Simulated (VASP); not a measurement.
# MnInCu (Cmmm) in VASP: relaxation of cell and atoms with PBE

Aim: the relaxation of cell and atoms of MnInCu with PBE.

All numbers are computed with VASP 6.6.1; they aren't measurements. Logs are shortened: lines on timing, memory, paths and dates and some standing lists are left out, and cuts for length are marked.

**1. The cell of the first run**

The structure is orthorhombic, space group Cmmm (No. 65). Conventional cell: a = 4.367 Å, b = 5.776 Å, c = 4.436 Å, α = 90.00°, β = 90.00°, γ = 90.00°. Within 2.9 Å of Mn (site symmetry mmm) lie 4 In at 2.18 to 2.89 Å and 2 Cu at 2.22 Å. In (site symmetry mmm) has 4 Mn at 2.18 to 2.89 Å within 2.9 Å. Cu (site symmetry mmm) has 2 Mn at 2.22 Å within 2.9 Å.

**2. Relaxation of cell and atoms, PBE, collinear spin, ferromagnetic start**

INCAR reads:

```
SYSTEM = MnInCu
ALGO = Normal
EDIFF = 1E-6
EDIFFG = -0.04
ENCUT = 600
GGA = PE
IBRION = 2
ISIF = 3
ISMEAR = 0
ISPIN = 2
LASPH = .TRUE.
LCHARG = .FALSE.
LMAXMIX = 4
LORBIT = 11
LREAL = .FALSE.
LWAVE = .FALSE.
MAGMOM = 4 0 0
NELM = 150
NSW = 90
PREC = Accurate
SIGMA = 0.1
```

KPOINTS reads:

```
k-points
0
G
  6 6 4
  0 0 0
```

POSCAR reads:

```
MnInCu
1.0
    2.1834493600     -2.8878375500      0.0000000000
    2.1834493600      2.8878375500      0.0000000000
    0.0000000000      0.0000000000      4.4360766900
Mn In Cu
1 1 1
Direct
    0.0000000000      0.0000000000      0.0000000000
    0.5000000000      0.5000000000      0.0000000000
    0.0000000000      0.0000000000      0.5000000000
```

Potentials or basis: VASP PAW PBE potentials, release 64 (Mn_pv, In_d, Cu).

Started as:

```bash
cat potpaw_PBE.64/Mn_pv/POTCAR potpaw_PBE.64/In_d/POTCAR potpaw_PBE.64/Cu/POTCAR > POTCAR
mpirun -np 1 vasp_std > vasp.out
```

OUTCAR:

```text
SYSTEM = MnInCu
   EDIFF = 1E-6
   EDIFFG = -0.04
   ENCUT = 600
   GGA = PE
   IBRION = 2
   ISIF = 3
   ISMEAR = 0
   ISPIN = 2
   LASPH = .TRUE.
   LORBIT = 11
   LREAL = .FALSE.
   NELM = 150
   NSW = 90
   PREC = Accurate

 ion  position               nearest neighbor table
   1  0.000  0.000  0.000-   2 2.18   2 2.18   3 2.22   3 2.22   2 2.89   2 2.89
   2  0.500  0.500  0.000-   1 2.18   1 2.18   1 2.89   1 2.89   3 3.11   3 3.11   3 3.11   3 3.11

   3  0.000  0.000  0.500-   1 2.22   1 2.22   2 3.11   2 3.11   2 3.11   2 3.11

  LATTYP: Found a base centered orthorhombic cell.
 ALAT       =     4.3668987200
 B/A-ratio  =     1.3226034013
 C/A-ratio  =     1.0158414414

  Lattice vectors:

 A1 = (   2.1834493600,  -2.8878375500,   0.0000000000)
 A2 = (   2.1834493600,   2.8878375500,   0.0000000000)
 A3 = (   0.0000000000,   0.0000000000,   4.4360766900)

Analysis of symmetry for initial positions (statically):
=====================================================================
 Subroutine PRICEL returns:
 Original cell was already a primitive cell.

 Routine SETGRP: Setting up the symmetry group for a
 base centered orthorhombic supercell.

 Subroutine GETGRP returns: Found  8 space group operations
 (whereof  8 operations were pure point group operations)
 out of a pool of  8 trial point group operations.

The static configuration has the point symmetry D_2h.

Analysis of symmetry for dynamics (positions and initial velocities):
=====================================================================
 Subroutine PRICEL returns:
 Original cell was already a primitive cell.

 Routine SETGRP: Setting up the symmetry group for a
 base centered orthorhombic supercell.

 Subroutine GETGRP returns: Found  8 space group operations
 (whereof  8 operations were pure point group operations)
 out of a pool of  8 trial point group operations.

The dynamic configuration has the point symmetry D_2h.

Analysis of structural, dynamic, and magnetic symmetry:
=====================================================================
 Subroutine PRICEL returns:
 Original cell was already a primitive cell.

 Routine SETGRP: Setting up the symmetry group for a
 base centered orthorhombic supercell.

 Subroutine GETGRP returns: Found  8 space group operations
 (whereof  8 operations were pure point group operations)
 out of a pool of  8 trial point group operations.

The overall configuration has the point symmetry D_2h.

 Subroutine INISYM returns: Found  8 space group operations
 (whereof  8 operations are pure point group operations),
[... 98 lines left out ...]
   EDIFF  = 0.1E-05   stopping-criterion for ELM
   LREAL  =      F    real-space projection
   EDIFFG = -.4E-01   stopping-criterion for IOM
   NSW    =     90    number of steps for IOM
   IBRION =      2    ionic relax: 0-MD 1-quasi-New 2-CG
   NFREE  =      1    steps in history (QN), initial steepest desc. (CG)
   ISIF   =      3    stress and relaxation
   ISYM   =      2    0-nonsym 1-usesym 2-fastsym
   POTIM  = 0.5000    time-step for ionic-motion
   TEBEG  =    0.0;   TEEND  =   0.0 temperature during run
   PSTRESS=    0.0 pullay stress
   NELECT =      37.0000    total number of electrons
   NUPDOWN=      -1.0000    fix difference up-down
   EMIN   =  10.00;   EMAX   =-10.00  energy-range for DOS
   EFERMI =   0.00;   METHOD = LEGACY
   ISMEAR =     0;   SIGMA  =   0.10  broadening in eV -4-tet -1-fermi 0-gaus
   EFERMI_NEDOS =   21; number of points for ismear=-14 and -15
   IALGO  =     38    algorithm
   IMIX   =      4    mixing-type and parameters
     AMIX     =   0.40;   BMIX     =  1.00
     AMIX_MAG =   1.60;   BMIX_MAG =  1.00
  volume/ion in A,a.u.               =      18.65       125.84
  Fermi-wavevector in a.u.,A,eV,Ry     =   1.426353  2.695417 27.680830  2.034484
  Thomas-Fermi vector in A             =   2.546639
   LORBIT       =     11    0 simple, 1 ext, 2 COOP (PROOUT), +10 PAW based schemes
   GGA     = PE    functional components
   LHFCALC =     F    Hartree Fock is set to
   AEXX    =    0.0000 exact exchange contribution
   IVDW    =     0    specifies the selected vdW correction
   LEPSILON=     F    determine dielectric tensor
   LRPA    =     F    only Hartree local field effects (RPA)
 conjugate gradient relaxation of ions
 spin polarized calculation
 Gauss-broadening in eV      SIGMA  =   0.10
  energy-cutoff  :      600.00
  volume of cell :       55.94
 maximum number of plane-waves:      1892
 NGX is ok and might be reduce to    30
   NGX = 15   NGY = 15   NGZ = 17

--------------------------------------- Ionic step        1  -------------------------------------------

 number of electron      37.0000013 magnetization       3.1469067

 Free energy of the ion-electron system (eV)
  ---------------------------------------------------
  ext. energy  EPLUGINS =         0.00000000
  ---------------------------------------------------
  free energy    TOTEN  =       -10.38725899 eV

  energy without entropy =      -10.36819435  energy(sigma->0) =      -10.37772667

 E-fermi :   6.3060     XC(G=0): -10.7779

 val. band max:        6.3035089166   @ k =  -0.3333   0.1667   0.5000
 cond. band min:       6.3079773544   @ k =   0.3333   0.3333   0.5000
 fundamental gap:      0.0044684378
 Fermi energy:         6.3060248287
[... 2720 lines left out ...]
     23       6.4704      0.00000
     24       6.7539      0.00000

 [... further k-points ...]

[... ionic steps 4 to 10 ...]

--------------------------------------- Ionic step       11  -------------------------------------------

 number of electron      37.0000030 magnetization      -3.5410143

------------------------ aborting loop because EDIFF is reached ----------------------------------------
[... 69 lines left out ...]
--------------------------------------- Ionic step       13  -------------------------------------------

 number of electron      37.0000033 magnetization      -3.5430277

 Free energy of the ion-electron system (eV)
  ---------------------------------------------------
  ext. energy  EPLUGINS =         0.00000000
  ---------------------------------------------------
  free energy    TOTEN  =       -12.68962153 eV

  energy without entropy =      -12.67605611  energy(sigma->0) =      -12.68283882

 E-fermi :   4.5539     XC(G=0):  -9.8591

 val. band max:        4.5391109018   @ k =   0.1667   0.0000   0.0000
 cond. band min:       4.5599893978   @ k =   0.1667   0.0000   0.2500
 fundamental gap:      0.0208784960
 Fermi energy:         4.5539286534
[... 1332 lines left out ...]
  FREE ENERGIE OF THE ION-ELECTRON SYSTEM (eV)
  ---------------------------------------------------
  free  energy   TOTEN  =       -12.6896215345 eV

  energy  without entropy=      -12.6760561058  energy(sigma->0) =      -12.68283882

 reached required accuracy - stopping structural energy minimisation

 total charge

# of ion       s       p       d       tot
------------------------------------------
    1        0.331   6.206   5.061  11.598
    2        0.957   0.659   9.843  11.459
    3        0.489   0.130   9.219   9.839
--------------------------------------------------
tot          1.778   6.995  24.123  32.896

 magnetization (x)

# of ion       s       p       d       tot
------------------------------------------
    1       -0.042  -0.026  -3.290  -3.358
    2        0.042   0.072  -0.016   0.099
    3        0.027  -0.030  -0.154  -0.158
--------------------------------------------------
tot          0.027   0.016  -3.460  -3.417
```

CONTCAR:

```text
MnInCu
   1.00000000000000
     2.6534599206432232   -2.6577401439459845    0.0000000000000000
     2.6534599206432232    2.6577401439459845    0.0000000000000000
     0.0000000000000000    0.0000000000000000    4.8450482622680910
  Mn              In              Cu
     1     1     1
Direct
     0.0000000000000000    0.0000000000000000    0.0000000000000000
     0.5000000000000000    0.5000000000000000    0.0000000000000000
     0.0000000000000000    1.0000000000000000    0.5000000000000000

  0.00000000E+00  0.00000000E+00  0.00000000E+00
  0.00000000E+00  0.00000000E+00  0.00000000E+00
  0.00000000E+00  0.00000000E+00  0.00000000E+00
```

Wall time 16 min (1 thread of Intel Xeon Platinum 8488C (Sapphire Rapids), shared host); peak memory 0.31 GiB.

What came out:

- Free energy: -12.6896 eV
- Relaxed volume: 22.78 Å³/atom
- Relaxed cell: a = 3.756 Å, b = 3.756 Å, c = 4.845 Å, α = 90.00°, β = 90.00°, γ = 90.09°
- Space group after relaxing (to 0.05 Å): P4/mmm (No. 123)
- Energy gained by relaxing: 767.5 meV/atom
- Ionic steps: 13
- Pressure after relaxing: 0.0 GPa
- Net moment: -3.54 μB per cell
- Site moments: Mn -3.36; In +0.10; Cu -0.16 μB
- Valence electrons inside the program's atomic spheres: Mn 11.60; In 11.46; Cu 9.84

Step by step:
```
step  energy change (eV)  largest force (eV/Å)  pressure (GPa)  volume (Å³)
   1              0.0000                0.0000           27.70        55.94
   2             -0.4462                0.0000           -8.50        83.36
   3             -2.0777                0.0000            3.01        66.88
   4             -2.1732                0.0000           -1.88        73.28
   5             -2.1836                0.0000           -1.17        71.91
   6             -2.1842                0.0000           -0.81        71.25
   7             -2.2786                0.0000           -1.10        70.46
   8             -2.2961                0.0000           -0.98        69.88
   9             -2.2961                0.0000           -0.97        69.92
  10             -2.3020                0.0000           -0.08        68.42
  11             -2.3020                0.0000            0.03        68.32
  12             -2.3020                0.0000           -0.02        68.36
  13             -2.3024                0.0000           -0.02        68.34
```

Final structure:
```xyz
3
Lattice="2.6535 -2.6577 0.0000 2.6535 2.6577 0.0000 0.0000 0.0000 4.8450" Properties=species:S:1:pos:R:3 pbc="T T T"
Mn    0.0000    0.0000    0.0000
In    2.6535    0.0000    0.0000
Cu    2.6535    2.6577    2.4225
```

Caveat: the volume moved by over 15 % at a fixed basis, so the end points are rough; spin-orbit coupling is left out, which moves the levels of the heavy elements.
